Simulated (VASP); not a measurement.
Set up this calculation in VASP 6.6.1, as the native input.

```
Task                   : single point
Functional             : PBEsol
Potentials or basis    : VASP PAW PBE potentials, release 64 (Ge_d, Te, Pb_d)
Cutoff                 : 520 eV
k mesh                 : 4 × 4 × 2
Occupations            : gaussian, width 0.05 eV
Spin                   : no spin polarisation
Dipole correction      : no
Further INCAR settings : LREAL = Auto; ALGO = Normal; EDIFF = 1e-07; NBANDS = 86
```

The structure of Ge2Te8Pb5 (a cell with a defect) lies in POSCAR:

```
Ge2Te8Pb5
1.0
    4.4778905743      4.4778905743      0.0000000000
    4.4778905743     -4.4778905743      0.0000000000
    0.0000000000      0.0000000000    -12.6446296005
Ge Te Pb
2 8 5
Direct
    0.0000000000      0.0000000000      0.0101899342
    0.5000000000      0.5000000000      0.0101899342
    0.5000000000      0.5000000000      0.7465661670
    0.0000000000      0.0000000000      0.7465661670
    0.5000000000      0.0000000000      0.0297481147
    0.0000000000      0.5000000000     -0.0115179550
    0.0000000000      0.0000000000      0.2222445735
    0.5000000000      0.5000000000      0.2222445735
    0.5000000000      0.0000000000      0.5324850553
    0.0000000000      0.5000000000      0.4840222620
    0.0000000000      0.5000000000      0.2344770389
    0.0000000000      1.0000000000      0.5004352958
    0.5000000000      0.5000000000      0.5004352958
    0.5000000000      0.0000000000      0.7805413175
    0.0000000000      0.5000000000      0.7441902135
```

This cell differs from its parent crystal: atoms taken out, then relaxed in part.

These files were run (other wordings do the same):

INCAR

```
SYSTEM = Ge2Te8Pb5
PREC = Accurate
ENCUT = 520
EDIFF = 1E-7
ISMEAR = 0
SIGMA = 0.05
LREAL = Auto
LASPH = .TRUE.
NELM = 100
ALGO = Normal
ISIF = 2
LWAVE = .FALSE.
LCHARG = .FALSE.
GGA = PS
NBANDS = 86
```

KPOINTS

```
Automatic mesh
0
G
  4 4 2
  0 0 0
```

Potentials or basis: VASP PAW PBE potentials, release 64 (Ge_d, Te, Pb_d).

Run with:

```sh
$ cat potpaw_PBE.64/Ge_d/POTCAR potpaw_PBE.64/Te/POTCAR potpaw_PBE.64/Pb_d/POTCAR > POTCAR
$ mpirun -np 1 vasp_std > vasp.out
```

It gave:

The pressure is -1.3 GPa. The largest force is 0.024 eV/Å and the band gap on the k mesh is zero (bands 73 and 74 overlap by 0.22 eV).

Caveat: the cell differs from its parent crystal (atoms taken out, then relaxed in part); the PAW data sets were made with another functional, which shifts forces and pressure a little; spin-orbit coupling is left out, which moves the levels of the heavy elements.

Wall time 7.6 min on 1 thread of Intel(R) Xeon(R) Platinum 8488C (Sapphire Rapids), with other jobs on the host, peak memory 0.68 GiB.
